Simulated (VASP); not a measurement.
# ZnS (P6_3mc) in VASP: further runs, part 2 of 2

VASP 6.6.1.

## 4. Single point, PBE (strain -0.030 along x and y, +0.000 along z)

Contents of INCAR:

```
ALGO     = Normal         # electronic algorithm
EDIFF    = 1E-6           # SCF threshold, eV
ENCUT    = 520            # plane-wave cutoff, eV
GGA      = PE             # functional
ISIF     = 2              # what is computed and relaxed
ISMEAR   = 0              # smearing method
LASPH    = True           # aspherical terms in the spheres
LCHARG   = False          # write CHGCAR
LREAL    = False          # projectors in reciprocal space
LWAVE    = False          # write WAVECAR
NBANDS   = 46             # bands
NELM     = 100            # most SCF steps
PREC     = Accurate       # precision mode
SIGMA    = 0.05           # smearing width, eV
```

Contents of KPOINTS:

```
k-points
0
Gamma
  12 12 2
```

Contents of POSCAR:

```
ZnS
1.0
    3.7313217401      0.0000000000      0.0000000000
   -1.8656608700      3.2314194166      0.0000000000
    0.0000000000      0.0000000000     12.5902250239
Zn S
4 4
Direct
    0.0000000000      0.0000000000      0.0000503469
    0.0000000000      0.0000000000      0.5000503469
    0.3333333333      0.6666666667      0.2500245137
    0.6666666667      0.3333333333      0.7500245137
    0.0000000000      0.0000000000      0.1872896978
    0.0000000000      0.0000000000      0.6872896978
    0.3333333333      0.6666666667      0.4376354415
    0.6666666667      0.3333333333      0.9376354415
```

Potentials or basis: VASP PAW PBE potentials, release 64 (Zn, S).

The run is started by

```bash
cat potpaw_PBE.64/Zn/POTCAR potpaw_PBE.64/S/POTCAR > POTCAR
mpirun -np 1 vasp_std > vasp.out
```

OUTCAR:

```text
EDIFF = 1E-6
   ENCUT = 520
   GGA = PE
   ISIF = 2
   ISMEAR = 0
   LASPH = True
   LREAL = False
   NELM = 100
   PREC = Accurate

 ion  position               nearest neighbor table
   1  0.000  0.000  0.000-   8 2.29   8 2.29   8 2.29   5 2.36
   2  0.000  0.000  0.500-   7 2.29   7 2.29   7 2.29   6 2.36
   3  0.333  0.667  0.250-   5 2.29   5 2.29   5 2.29   7 2.36
   4  0.667  0.333  0.750-   6 2.29   6 2.29   6 2.29   8 2.36
   5  0.000  0.000  0.187-   3 2.29   3 2.29   3 2.29   1 2.36
   6  0.000  0.000  0.687-   4 2.29   4 2.29   4 2.29   2 2.36
   7  0.333  0.667  0.438-   2 2.29   2 2.29   2 2.29   3 2.36
   8  0.667  0.333  0.938-   1 2.29   1 2.29   1 2.29   4 2.36

  LATTYP: Found a hexagonal cell.
 ALAT       =     3.7313217401
 C/A-ratio  =     3.3741997879

  Lattice vectors:

 A1 = (   3.7313217401,   0.0000000000,   0.0000000000)
 A2 = (  -1.8656608700,   3.2314194166,   0.0000000000)
 A3 = (   0.0000000000,   0.0000000000,  12.5902250239)
[... 193 lines left out ...]
 cond. band min:       4.7811861698   @ k =   0.0000   0.0000   0.0000
 fundamental gap:      2.2532281573
 Fermi energy:         2.7722074789

 k-point     1 :       0.0000    0.0000    0.0000
  band No.  band energies     occupation
      1     -10.9482      2.00000
      2     -10.5287      2.00000
      3     -10.5235      2.00000
      4     -10.0201      2.00000
      5      -4.0245      2.00000
      6      -4.0245      2.00000
[... 1165 lines left out ...]
     45      10.0724      0.00000
     46      10.0724      0.00000

 [... further k-points ...]

------------------------ aborting loop because EDIFF is reached ----------------------------------------

  FORCE on cell =-STRESS in cart. coord.  units (eV):
  Direction    XX          YY          ZZ          XY          YZ          ZX
  --------------------------------------------------------------------------------------
  -------------------------------------------------------------------------------------
  Total        6.3890479      6.3890479      1.9133900      0.0000000      0.0000000      0.0000000
  in kB       67.4306280     67.4306280     20.1941023      0.0000000      0.0000000      0.0000000
  external PRESSURE =      51.6851194 kB  Pullay stress =       0.0000000 kB

 VOLUME and BASIS-vectors are now :
 -----------------------------------------------------------------------------
  energy-cutoff  :      520.00
  volume of cell :      151.81
      direct lattice vectors                 reciprocal lattice vectors
     3.731321740  0.000000000  0.000000000     0.268001547  0.154730766  0.000000000
    -1.865660870  3.231419417  0.000000000     0.000000000  0.309461531  0.000000000
     0.000000000  0.000000000 12.590225024     0.000000000  0.000000000  0.079426698

 POSITION                                       TOTAL-FORCE (eV/Angst)
 -----------------------------------------------------------------------------------
      0.00000      0.00000      0.00063        -0.000000     -0.000000      0.243432
      0.00000      0.00000      6.29575         0.000000      0.000000      0.243432
     -0.00000      2.15428      3.14786        -0.000000      0.000000      0.233048
      1.86566      1.07714      9.44298         0.000000     -0.000000      0.233048
      0.00000      0.00000      2.35802        -0.000000     -0.000000     -0.236110
      0.00000      0.00000      8.65313         0.000000     -0.000000     -0.236110
     -0.00000      2.15428      5.50993        -0.000000     -0.000000     -0.240370
      1.86566      1.07714     11.80504         0.000000     -0.000000     -0.240370
 -----------------------------------------------------------------------------------
    total drift:                               -0.000002     -0.000003      0.000584

  FREE ENERGIE OF THE ION-ELECTRON SYSTEM (eV)
  ---------------------------------------------------
  free  energy   TOTEN  =       -27.2045925126 eV

  energy  without entropy=      -27.2045925126  energy(sigma->0) =      -27.20459251
```

It took 3.8 min on 1 thread of Intel Xeon Platinum 8488C (Sapphire Rapids), shared host; peak memory 0.37 GiB.

Results:

* Free energy: -27.2046 eV
* Pressure: 5.2 GPa
* Largest force: 0.243 eV/Å
* Band gap on the k mesh: 2.25 eV

Forces in eV/Å, atoms in the order of the input:
```
Zn   0.000  0.000  0.243
Zn   0.000  0.000  0.243
Zn   0.000  0.000  0.233
Zn   0.000  0.000  0.233
S    0.000  0.000 -0.236
S    0.000  0.000 -0.236
S    0.000  0.000 -0.240
S    0.000  0.000 -0.240
```

Stress tensor (GPa, compression positive):
```
6.74 0.00 0.00
0.00 6.74 0.00
0.00 0.00 2.02
```

Caveat: the cell differs from its parent crystal (strain -0.030 along x and y, +0.000 along z); the cell stands under pressure.

## 5. The runs side by side

| cell | gap on the mesh (eV) | pressure (GPa) | largest force (eV/Å) |
| --- | --- | --- | --- |
| a = 3.731, b = 3.731, c = 12.213 Å, angles 90.0, 90.0, 120.0°, 8 atoms | 2.47 | 8.0 | 0.02 |
| a = 3.731, b = 3.731, c = 12.401 Å, angles 90.0, 90.0, 120.0°, 8 atoms | 2.36 | 6.5 | 0.15 |
| a = 3.731, b = 3.731, c = 12.590 Å, angles 90.0, 90.0, 120.0°, 8 atoms | 2.25 | 5.2 | 0.24 |

Alike in all rows: task single point; level PBE; potentials or basis VASP PAW PBE potentials, release 64 (Zn, S); no spin polarisation; k mesh 12 × 12 × 2; cutoff (eV) 520; smearing gaussian 0.05 eV.

Caveats: the cell stands under pressure.

Absolute energies hang on the potentials; compare differences alone.
